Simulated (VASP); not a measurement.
# Ta (Im-3m) in VASP: a series of runs, part 2 of 2

VASP 6.6.1. Earlier steps stand in the parts before.

**5. Relaxation of cell and atoms, PBE, target pressure 2 GPa, at which the enthalpy is minimised**

This run uses another cell than the first one, of 18.01 Å³/atom.

Contents of INCAR:

```
SYSTEM = Ta
PREC = Accurate ; ENCUT = 500
EDIFF = 1E-7 ; ISMEAR = 1
SIGMA = 0.1 ; LREAL = .FALSE.
LASPH = .TRUE. ; NELM = 120
ALGO = Normal ; ISIF = 3
LWAVE = .FALSE. ; LCHARG = .FALSE.
GGA = PE ; IBRION = 2
NSW = 80 ; EDIFFG = -0.02
PSTRESS = 20.0 ; GGA_COMPAT = .FALSE.
NELMIN = 4
```

Contents of KPOINTS:

```
regular mesh
0
G
  14 14 14
  0 0 0
```

Contents of POSCAR:

```
Ta
1.0
   -1.6512800000      1.6512800000      1.6512800000
    1.6512800000     -1.6512800000      1.6512800000
    1.6512800000      1.6512800000     -1.6512800000
Ta
1
Direct
    0.0000000000      0.0000000000      0.0000000000
```

Run with:

```sh
> cat potpaw_PBE.64/Ta_pv/POTCAR > POTCAR
> mpirun -np 1 vasp_std > vasp.out
```

Wall time 11 s (1 thread of Intel Xeon 6975P-C (Granite Rapids), shared host); peak memory 0.15 GiB.

It converged, with:

| Quantity | Value |
| --- | --- |
| Free energy | -11.8181 eV |
| Relaxed volume | 18.11 Å³/atom |
| Relaxed cell | a = 2.866 Å, b = 2.866 Å, c = 2.866 Å, α = 109.47°, β = 109.47°, γ = 109.47° |
| Space group after relaxing (to 0.1 Å) | Im-3m (No. 229) |
| Energy change on relaxing (the run minimises the enthalpy) | -1.7 meV/atom |
| Ionic steps | 3 |
| Pressure after relaxing | 2.0 GPa |
| Band gap on the k mesh | zero (an odd number of electrons rules out a gap without spin polarisation) |

The path:
| step | energy change (eV) | largest force (eV/Å) | pressure (GPa) | volume (Å³) |
| --- | --- | --- | --- | --- |
| 1 | 0.0000 | 0.0000 | 3.23 | 18.01 |
| 2 | -0.0025 | 0.0000 | -0.94 | 18.37 |
| 3 | -0.0017 | 0.0000 | 2.00 | 18.11 |

Final structure:
```
Ta
1.0
    -1.65440    1.65440    1.65440
     1.65440   -1.65440    1.65440
     1.65440    1.65440   -1.65440
Ta
1
Cartesian
  0.0000 0.0000 0.0000
```

Levels at points of the mesh, in eV from the Fermi level:
| k point | band 1 | band 2 | band 3 | band 4 | band 5 | band 6 | band 7 | band 8 | band 9 |
| --- | --- | --- | --- | --- | --- | --- | --- | --- | --- |
| (0.00, 0.00, 0.00) | -33.08 | -33.08 | -33.08 | -7.88 | 0.75 | 0.75 | 0.75 | 4.00 | 4.00 |
| (0.50, 0.00, 0.00) | -34.23 | -33.45 | -33.09 | -4.33 | -1.51 | 1.58 | 3.88 | 4.90 | 7.76 |
| (0.50, 0.50, 0.50) | -33.88 | -33.88 | -33.88 | -3.75 | -3.75 | 6.81 | 6.81 | 6.81 | 8.62 |

Caveat: the cell is relaxed towards a set pressure, so the run minimises the enthalpy, not the energy; spin-orbit coupling is left out, which moves the levels of the heavy elements. PBE usually gives volumes a little too large and moduli too small.

**6. Relaxation of cell and atoms, PBE, target pressure 4 GPa, at which the enthalpy is minimised**

This run uses another cell than the first one, of 18.01 Å³/atom.

Contents of INCAR:

```
SYSTEM = Ta
PREC = Accurate ; ENCUT = 500
EDIFF = 1E-7 ; ISMEAR = 1
SIGMA = 0.1 ; LREAL = .False.
LASPH = .True. ; NELM = 120
ALGO = Normal ; ISIF = 3
LWAVE = .False. ; LCHARG = .False.
GGA = PE ; IBRION = 2
NSW = 80 ; EDIFFG = -0.02
PSTRESS = 40.0 ; GGA_COMPAT = .False.
NELMIN = 4
```

Contents of KPOINTS:

```
Automatic mesh
0
Gamma
  14 14 14
  0 0 0
```

POSCAR is that of step 5.

Potentials or basis: VASP PAW PBE potentials, release 64 (Ta_pv).

Run with:

```sh
> cat potpaw_PBE.64/Ta_pv/POTCAR > POTCAR
> mpirun -np 1 vasp_std > vasp.out
```

OUTCAR:

```text
SYSTEM = Ta
   PREC = Accurate
   ENCUT = 500
   EDIFF = 1E-7
   ISMEAR = 1
   LREAL = .False.
   LASPH = .True.
   NELM = 120
   ISIF = 3
   GGA = PE
   IBRION = 2
   NSW = 80
   EDIFFG = -0.02
   PSTRESS = 40.0
   NELMIN = 4

 ion  position               nearest neighbor table
   1  0.000  0.000  0.000-

  LATTYP: Found a body centered cubic cell.
 ALAT       =     3.3025600000

  Lattice vectors:

 A1 = (  -1.6512800000,   1.6512800000,   1.6512800000)
 A2 = (   1.6512800000,  -1.6512800000,   1.6512800000)
 A3 = (   1.6512800000,   1.6512800000,  -1.6512800000)

Analysis of symmetry for initial positions (statically):
=====================================================================
 Subroutine PRICEL returns:
[... 257 lines left out ...]
 val. band max:        5.4720881540   @ k =  -0.3571   0.4286   0.1429
 cond. band min:       5.5264173557   @ k =   0.0714   0.0714   0.0714
 fundamental gap:      0.0543292017
 Fermi energy:         5.4909370155

 k-point     1 :       0.0000    0.0000    0.0000
  band No.  band energies     occupation
      1     -27.5465      2.00000
      2     -27.5465      2.00000
      3     -27.5465      2.00000
      4      -2.4145      2.00000
      5       6.2479     -0.00000
      6       6.2479     -0.00000
      7       6.2479     -0.00000
      8       9.5346      0.00000
      9       9.5346      0.00000
[... 265 lines left out ...]
 k-point    24 :       0.3571    0.2857    0.0000
  band No.  band energies     occupation
      1     -28.4580      2.00000
      2     -28.2766      2.00000
      3     -27.6953      2.00000
      4       2.9486      2.00000
      5       4.2547      2.00000
      6       4.8108      2.00000
      7       9.7564      0.00000
      8      10.3335      0.00000
      9      14.5055      0.00000

 [... further k-points ...]

------------------------ aborting loop because EDIFF is reached ----------------------------------------

  FORCE on cell =-STRESS in cart. coord.  units (eV):
  Direction    XX          YY          ZZ          XY          YZ          ZX
  --------------------------------------------------------------------------------------
  -------------------------------------------------------------------------------------
  Total        0.4490565      0.4490565      0.4490565     -0.0000000     -0.0000000     -0.0000000
  in kB       40.0903321     40.0903321     40.0903321     -0.0000000     -0.0000000     -0.0000000
  external PRESSURE =       0.0903321 kB  Pullay stress =      40.0000000 kB
[... 20 lines left out ...]
  energy  without entropy=      -11.8153472937  energy(sigma->0) =      -11.81513369

  enthalpy is  TOTEN    =       -11.3669822205 eV   P V=        0.4480446672

 reached required accuracy - stopping structural energy minimisation
```

OSZICAR:

```text
N       E                     dE             d eps       ncg     rms          rms(c)
DAV:   1     0.434852626846E+02    0.43485E+02   -0.65194E+03  1880   0.114E+03
DAV:   2    -0.116992073506E+02   -0.55184E+02   -0.54422E+02  2411   0.240E+02
DAV:   3    -0.122693018457E+02   -0.57009E+00   -0.55779E+00  2135   0.253E+01
[... 21 lines left out ...]
DAV:   2    -0.118159758065E+02    0.41953E-02   -0.57454E-03  1904   0.961E-01    0.221E-01
DAV:   3    -0.118150157445E+02    0.96006E-03   -0.31555E-03  1937   0.685E-01    0.876E-02
DAV:   4    -0.118150272335E+02   -0.11489E-04   -0.37715E-05  2128   0.705E-02    0.822E-03
DAV:   5    -0.118150268499E+02    0.38358E-06   -0.33107E-06  1950   0.212E-02    0.493E-03
DAV:   6    -0.118150268877E+02   -0.37756E-07   -0.80445E-08  1299   0.382E-03
   3 F= -.11366982E+02 E0= -.11367089E+02  d E =-.157818E-03
```

Run time: 11 s. Hardware: 1 thread of Intel Xeon 6975P-C (Granite Rapids), shared host; peak memory 0.15 GiB.

What came out:

| Item | Value |
| --- | --- |
| Free energy | -11.8150 eV |
| Relaxed volume | 17.95 Å³/atom |
| Relaxed cell | a = 2.857 Å, b = 2.857 Å, c = 2.857 Å, α = 109.47°, β = 109.47°, γ = 109.47° |
| Space group after relaxing (to 0.1 Å) | Im-3m (No. 229) |
| Energy change on relaxing (the run minimises the enthalpy) | +1.4 meV/atom |
| Ionic steps | 3 |
| Pressure after relaxing | 4.0 GPa |
| Band gap on the k mesh | zero (an odd number of electrons rules out a gap without spin polarisation) |

The path:
| step | energy change (eV) | largest force (eV/Å) | pressure (GPa) | volume (Å³) |
| --- | --- | --- | --- | --- |
| 1 | 0.0000 | 0.0000 | 3.23 | 18.01 |
| 2 | 0.0065 | 0.0000 | 6.04 | 17.78 |
| 3 | 0.0014 | 0.0000 | 4.01 | 17.95 |

Final structure:
```cif
data_structure
_symmetry_space_group_name_H-M 'P 1'
_symmetry_Int_Tables_number 1
_cell_length_a 2.8567
_cell_length_b 2.8567
_cell_length_c 2.8567
_cell_angle_alpha 109.471
_cell_angle_beta 109.471
_cell_angle_gamma 109.471
_cell_volume 17.95
loop_
_atom_site_label
_atom_site_type_symbol
_atom_site_fract_x
_atom_site_fract_y
_atom_site_fract_z
_atom_site_occupancy
Ta1 Ta 0.00000 0.00000 0.00000 1
```

Caveat: the cell is relaxed towards a set pressure, so the run minimises the enthalpy, not the energy; spin-orbit coupling is left out, which moves the levels of the heavy elements.

**7. The runs side by side**

```csv
task,cell,gap on the mesh (eV),pressure (GPa)
single point,"a = 2.856 Å, angles 109.5°, 1 atom",none,4.1
single point,"a = 2.848 Å, angles 109.5°, 1 atom",none,6.1
relaxation of cell and atoms,"relaxed from a = 2.860 Å, angles 109.5°, 1 atom",none,0.0
relaxation of cell and atoms,"relaxed to 2 GPa from a = 2.860 Å, angles 109.5°, 1 atom",none,2.0
relaxation of cell and atoms,"relaxed to 4 GPa from a = 2.860 Å, angles 109.5°, 1 atom",none,4.0
```

Alike in all rows: level PBE; potentials or basis VASP PAW PBE potentials, release 64 (Ta_pv); no spin polarisation; k mesh 14 × 14 × 14; cutoff (eV) 500; smearing methfessel-paxton 0.1 eV.

Caveats: spin-orbit coupling is left out, which moves the levels of the heavy elements; the cell stands under pressure (at least some runs); the cell is relaxed towards a set pressure, so the run minimises the enthalpy, not the energy (at least some runs).

Total energies depend on the potentials used, so only differences within one code and one set of settings carry meaning.
